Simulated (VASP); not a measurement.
# TePt (P6_3/mmc) in VASP: single point with PBEsol

Aim: the single point of TePt with PBEsol.

Everything below comes from runs of VASP 6.6.1. Logs are shortened: lines on timing, memory, paths and dates and some standing lists are left out, and cuts for length are marked.

**1. The cell of the first run**

The structure is hexagonal, space group P6_3/mmc (No. 194). Conventional cell: a = 4.223 Å, b = 4.223 Å, c = 5.541 Å, α = 90.00°, β = 90.00°, γ = 120.00°. Within 3.7 Å of Te (site symmetry -6m2) lie 6 Pt at 2.80 Å and 6 Te at 3.69 Å. Pt (site symmetry -3m) has 2 Pt at 2.77 Å and 6 Te at 2.80 Å within 3.7 Å.

**2. Single point, PBEsol**

INCAR reads:

```
SYSTEM = TePt
PREC = Accurate
ENCUT = 520
EDIFF = 1E-6
ISMEAR = 0
SIGMA = 0.15
LREAL = .FALSE.
LASPH = .TRUE.
NELM = 100
ALGO = Normal
ISIF = 2
LWAVE = .FALSE.
LCHARG = .TRUE.
GGA = PS
LELF = .TRUE.
LVHAR = .TRUE.
NBANDS = 24
```

KPOINTS reads:

```
Automatic mesh
0
G
  12 12 8
  0 0 0
```

POSCAR reads:

```
TePt
1.0
    4.2229881423      0.0000000000      0.0000000000
   -2.1114940711      3.6572150112      0.0000000000
    0.0000000000      0.0000000000      5.5414485120
Te Pt
2 2
Direct
    0.3333333333      0.6666666667      0.2500000000
    0.6666666667      0.3333333333      0.7500000000
    0.0000000000      0.0000000000      0.0000000000
    0.0000000000      0.0000000000      0.5000000000
```

Potentials or basis: VASP PAW PBE potentials, release 64 (Te, Pt).

Command:

```console
> cat potpaw_PBE.64/Te/POTCAR potpaw_PBE.64/Pt/POTCAR > POTCAR
> mpirun -np 1 vasp_std > vasp.out
```

OUTCAR:

```text
SYSTEM = TePt
   PREC = Accurate
   ENCUT = 520
   EDIFF = 1E-6
   ISMEAR = 0
   LREAL = .FALSE.
   LASPH = .TRUE.
   NELM = 100
   ISIF = 2
   GGA = PS

 ion  position               nearest neighbor table
   1  0.333  0.667  0.250-   3 2.80   4 2.80   3 2.80   4 2.80   3 2.80   4 2.80
   2  0.667  0.333  0.750-   3 2.80   4 2.80   3 2.80   4 2.80   3 2.80   4 2.80
   3  0.000  0.000  0.000-   4 2.77   4 2.77   1 2.80   2 2.80   2 2.80   1 2.80   2 2.80   1 2.80

   4  0.000  0.000  0.500-   3 2.77   3 2.77   1 2.80   2 2.80   2 2.80   1 2.80   2 2.80   1 2.80

  LATTYP: Found a hexagonal cell.
 ALAT       =     4.2229881423
 C/A-ratio  =     1.3122102941

  Lattice vectors:

 A1 = (   4.2229881423,   0.0000000000,   0.0000000000)
 A2 = (  -2.1114940711,   3.6572150112,   0.0000000000)
 A3 = (   0.0000000000,   0.0000000000,   5.5414485120)

Analysis of symmetry for initial positions (statically):
=====================================================================
 Subroutine PRICEL returns:
 Original cell was already a primitive cell.

 Routine SETGRP: Setting up the symmetry group for a
 hexagonal supercell.

 Subroutine GETGRP returns: Found 24 space group operations
 (whereof 12 operations were pure point group operations)
 out of a pool of 24 trial point group operations.

The static configuration has the point symmetry D_3d.
 The point group associated with its full space group is D_6h.

Analysis of symmetry for dynamics (positions and initial velocities):
=====================================================================
 Subroutine PRICEL returns:
 Original cell was already a primitive cell.

 Routine SETGRP: Setting up the symmetry group for a
 hexagonal supercell.

 Subroutine GETGRP returns: Found 24 space group operations
 (whereof 12 operations were pure point group operations)
 out of a pool of 24 trial point group operations.

The dynamic configuration has the point symmetry D_3d.
 The point group associated with its full space group is D_6h.

 Subroutine INISYM returns: Found 24 space group operations
 (whereof 12 operations are pure point group operations),
 and found     1 'primitive' translations

----------------------------------------------------------------------------------------

                                     Primitive cell

  volume of cell :      85.5842

  direct lattice vectors                    reciprocal lattice vectors
     4.222988142  0.000000000  0.000000000     0.236799149  0.136716053  0.000000000
    -2.111494071  3.657215011  0.000000000     0.000000000  0.273432105  0.000000000
     0.000000000  0.000000000  5.541448512     0.000000000  0.000000000  0.180458232

  length of vectors
     4.222988142  4.222988142  5.541448512     0.273432105  0.273432105  0.180458232

  position of ions in fractional coordinates (direct lattice)
     0.333333333  0.666666667  0.250000000
     0.666666667  0.333333333  0.750000000
     0.000000000  0.000000000  0.000000000
     0.000000000  0.000000000  0.500000000

  ion indices of the primitive-cell ions
   primitive index   ion index
                 1           1
                 2           2
                 3           3
                 4           4

----------------------------------------------------------------------------------------

 KPOINTS: Automatic mesh

Automatic generation of k-mesh.
 Grid dimensions read from file:
 generate k-points for:   12   12    8

 Generating k-lattice:

  Cartesian coordinates                     Fractional coordinates (reciprocal lattice)
     0.019733262  0.011393004  0.000000000     0.083333333  0.000000000  0.000000000
     0.000000000  0.022786009  0.000000000     0.000000000  0.083333333  0.000000000
     0.000000000  0.000000000  0.022557279     0.000000000  0.000000000  0.125000000

  Length of vectors
     0.022786009  0.022786009  0.022557279

  Shift w.r.t. Gamma in fractional coordinates (k-lattice)
     0.000000000  0.000000000  0.000000000

 Subroutine IBZKPT returns following result:
 ===========================================

 Found     95 irreducible k-points:

 Following reciprocal coordinates:
            Coordinates               Weight
  0.000000  0.000000  0.000000      1.000000
  0.083333 -0.000000  0.000000      6.000000
  0.166667 -0.000000  0.000000      6.000000
  0.250000  0.000000  0.000000      6.000000
  0.333333  0.000000  0.000000      6.000000
  0.416667  0.000000  0.000000      6.000000
[... 16 lines left out ...]
  0.250000  0.000000  0.125000     12.000000
  0.333333  0.000000  0.125000     12.000000
 [... further k-points ...]
   k-points           NKPTS =     95   k-points in BZ     NKDIM =     95   number of bands    NBANDS=     24
   number of dos      NEDOS =    301   number of ions     NIONS =      4
   total plane-waves  NPLWV =  43008
   dimension x,y,z NGX =    32 NGY =   32 NGZ =   42
   dimension x,y,z NGXF=    64 NGYF=   64 NGZF=   84
   ions per type =               2   2
   NGX,Y,Z   is equivalent  to a cutoff of  12.60, 12.60, 12.60 a.u.
   NGXF,Y,Z  is equivalent  to a cutoff of  25.19, 25.19, 25.20 a.u.
 SYSTEM =  TePt
   PREC   = accura    normal or accurate (medium, high low for compatibility)
   ISTART =      0    job   : 0-new  1-cont  2-samecut
   ICHARG =      2    charge: 1-file 2-atom 10-const
   ISPIN  =      1    spin polarized calculation?
   LNONCOLLINEAR =      F non collinear calculations
   LSORBIT =      F    spin-orbit coupling
   LASPH  =      T    aspherical Exc in radial PAW
   ENCUT  =  520.0 eV  38.22 Ry    6.18 a.u.   7.85  7.85 10.30*2*pi/ulx,y,z
   NELM   =    100;   NELMIN=  2; NELMDL= -5     # of ELM steps
   EDIFF  = 0.1E-05   stopping-criterion for ELM
   LREAL  =      F    real-space projection
   EDIFFG = 0.1E-04   stopping-criterion for IOM
   NSW    =      0    number of steps for IOM
   IBRION =     -1    ionic relax: 0-MD 1-quasi-New 2-CG
   NFREE  =      0    steps in history (QN), initial steepest desc. (CG)
   ISIF   =      2    stress and relaxation
   ISYM   =      2    0-nonsym 1-usesym 2-fastsym
   POTIM  = 0.5000    time-step for ionic-motion
   TEBEG  =    0.0;   TEEND  =   0.0 temperature during run
   PSTRESS=    0.0 pullay stress
   NELECT =      32.0000    total number of electrons
   NUPDOWN=      -1.0000    fix difference up-down
   EMIN   =  10.00;   EMAX   =-10.00  energy-range for DOS
   EFERMI =   0.00;   METHOD = LEGACY
   ISMEAR =     0;   SIGMA  =   0.15  broadening in eV -4-tet -1-fermi 0-gaus
   EFERMI_NEDOS =   21; number of points for ismear=-14 and -15
   IALGO  =     38    algorithm
   IMIX   =      4    mixing-type and parameters
     AMIX     =   0.40;   BMIX     =  1.00
     AMIX_MAG =   1.60;   BMIX_MAG =  1.00
  volume/ion in A,a.u.               =      21.40       144.39
  Fermi-wavevector in a.u.,A,eV,Ry     =   1.179398  2.228738 18.925417  1.390979
  Thomas-Fermi vector in A             =   2.315709
   LORBIT       =      0    0 simple, 1 ext, 2 COOP (PROOUT), +10 PAW based schemes
   GGA     = PS    functional components
   LHFCALC =     F    Hartree Fock is set to
   AEXX    =    0.0000 exact exchange contribution
   IVDW    =     0    specifies the selected vdW correction
   LEPSILON=     F    determine dielectric tensor
   LRPA    =     F    only Hartree local field effects (RPA)
 non-spin polarized calculation
 Gauss-broadening in eV      SIGMA  =   0.15
  energy-cutoff  :      520.00
  volume of cell :       85.58
 maximum number of plane-waves:      2334
 NGX is ok and might be reduce to    32
   NGX = 15   NGY = 15   NGZ = 21

 number of electron      32.0000002 magnetization

 Free energy of the ion-electron system (eV)
  ---------------------------------------------------
  ext. energy  EPLUGINS =         0.00000000
  ---------------------------------------------------
  free energy    TOTEN  =       -21.85201226 eV

  energy without entropy =      -21.82580974  energy(sigma->0) =      -21.83891100

 E-fermi :   9.4945     XC(G=0): -11.3741

 val. band max:        9.4890484310   @ k =   0.0833   0.0833   0.5000
 cond. band min:       9.5054397474   @ k =   0.4167   0.1667   0.2500
 fundamental gap:      0.0163913163
 Fermi energy:         9.4945484879

 k-point     1 :       0.0000    0.0000    0.0000
  band No.  band energies     occupation
      1      -4.5863      2.00000
      2      -1.8238      2.00000
      3       2.2488      2.00000
      4       3.3419      2.00000
      5       3.3419      2.00000
      6       3.9344      2.00000
[... 16 lines left out ...]
     23      16.9254      0.00000
     24      16.9254      0.00000

 k-point     2 :       0.0833   -0.0000    0.0000
  band No.  band energies     occupation
      1      -4.5175      2.00000
      2      -1.8654      2.00000
      3       2.3418      2.00000
      4       3.3672      2.00000
      5       3.4364      2.00000
      6       3.8939      2.00000
[... 16 lines left out ...]
     23      15.8254      0.00000
     24      16.5427      0.00000

 k-point     3 :       0.1667   -0.0000    0.0000
  band No.  band energies     occupation
      1      -4.3161      2.00000
      2      -1.9778      2.00000
      3       2.6160      2.00000
      4       3.4331      2.00000
      5       3.6783      2.00000
      6       3.7365      2.00000
[... 16 lines left out ...]
     23      15.2471      0.00000
     24      15.8022      0.00000

 k-point     4 :       0.2500    0.0000    0.0000
  band No.  band energies     occupation
      1      -3.9994      2.00000
      2      -2.1346      2.00000
      3       3.0516      2.00000
      4       3.2229      2.00000
      5       3.5106      2.00000
      6       4.0761      2.00000
[... 16 lines left out ...]
     23      15.4354      0.00000
     24      16.2546      0.00000

 k-point     5 :       0.3333    0.0000    0.0000
  band No.  band energies     occupation
      1      -3.6020      2.00000
      2      -2.3166      2.00000
      3       2.5100      2.00000
      4       3.5631      2.00000
      5       3.5917      2.00000
      6       4.2832      2.00000
[... 16 lines left out ...]
     23      15.8820      0.00000
     24      17.3587      0.00000

 k-point     6 :       0.4167    0.0000    0.0000
  band No.  band energies     occupation
      1      -3.1824      2.00000
      2      -2.5299      2.00000
      3       1.9159      2.00000
      4       3.5799      2.00000
      5       4.0592      2.00000
      6       4.2590      2.00000
[... 16 lines left out ...]
     23      16.9788      0.00000
     24      18.2263      0.00000
[... 379 lines left out ...]
 k-point    21 :       0.0833   -0.0000    0.1250
  band No.  band energies     occupation
      1      -4.4503      2.00000
      2      -2.0462      2.00000
      3       2.5521      2.00000
      4       3.4305      2.00000
      5       3.5414      2.00000
      6       4.0131      2.00000
[... 16 lines left out ...]
     23      15.2608      0.00000
     24      16.3968      0.00000

 k-point    22 :       0.1667   -0.0000    0.1250
  band No.  band energies     occupation
      1      -4.2525      2.00000
      2      -2.1173      2.00000
      3       2.6814      2.00000
      4       3.4939      2.00000
      5       3.8181      2.00000
      6       3.8963      2.00000
[... 16 lines left out ...]
     23      15.2643      0.00000
     24      15.8548      0.00000

 k-point    23 :       0.2500    0.0000    0.1250
  band No.  band energies     occupation
      1      -3.9424      2.00000
      2      -2.2258      2.00000
      3       2.9331      2.00000
      4       3.3114      2.00000
      5       3.5680      2.00000
      6       4.3483      2.00000
[... 16 lines left out ...]
     23      15.8862      0.00000
     24      16.3688      0.00000

 k-point    24 :       0.3333    0.0000    0.1250
  band No.  band energies     occupation
      1      -3.5554      2.00000
      2      -2.3651      2.00000
      3       2.5397      2.00000
      4       3.3683      2.00000
      5       3.6174      2.00000
      6       4.3708      2.00000
[... 16 lines left out ...]
     23      15.9742      0.00000
     24      17.3440      0.00000

 [... further k-points ...]
[... 5 lines left out ...]
  --------------------------------------------------------------------------------------
  -------------------------------------------------------------------------------------
  Total       -0.0522026     -0.0522026     -0.0825765     -0.0000000      0.0000000      0.0000000
  in kB       -0.9772582     -0.9772582     -1.5458715     -0.0000000      0.0000000      0.0000000
  external PRESSURE =      -1.1667960 kB  Pullay stress =       0.0000000 kB

 VOLUME and BASIS-vectors are now :
 -----------------------------------------------------------------------------
  energy-cutoff  :      520.00
  volume of cell :       85.58
      direct lattice vectors                 reciprocal lattice vectors
     4.222988142  0.000000000  0.000000000     0.236799149  0.136716053  0.000000000
    -2.111494071  3.657215011  0.000000000     0.000000000  0.273432105  0.000000000
     0.000000000  0.000000000  5.541448512     0.000000000  0.000000000  0.180458232

 POSITION                                       TOTAL-FORCE (eV/Angst)
 -----------------------------------------------------------------------------------
     -0.00000      2.43814      1.38536        -0.000000     -0.000000      0.000000
      2.11149      1.21907      4.15609         0.000000      0.000000     -0.000000
      0.00000      0.00000      0.00000        -0.000000      0.000000      0.000000
      0.00000      0.00000      2.77072        -0.000000      0.000000      0.000000
 -----------------------------------------------------------------------------------
    total drift:                               -0.000000      0.000000      0.000000

  FREE ENERGIE OF THE ION-ELECTRON SYSTEM (eV)
  ---------------------------------------------------
  free  energy   TOTEN  =       -21.8520122586 eV

  energy  without entropy=      -21.8258097422  energy(sigma->0) =      -21.83891100
```

It took 56 s on 1 thread of Intel Xeon 6975P-C (Granite Rapids), shared host; peak memory 0.32 GiB.

What came out:

* Free energy: -21.8520 eV
* Pressure: -0.1 GPa
* Band gap on the k mesh: zero (band 16 reaches 10.48 eV, above the bottom of band 17 at 9.08 eV)

Caveat: the PAW data sets were made with another functional, which shifts forces and pressure a little; spin-orbit coupling is left out, which moves the levels of the heavy elements.
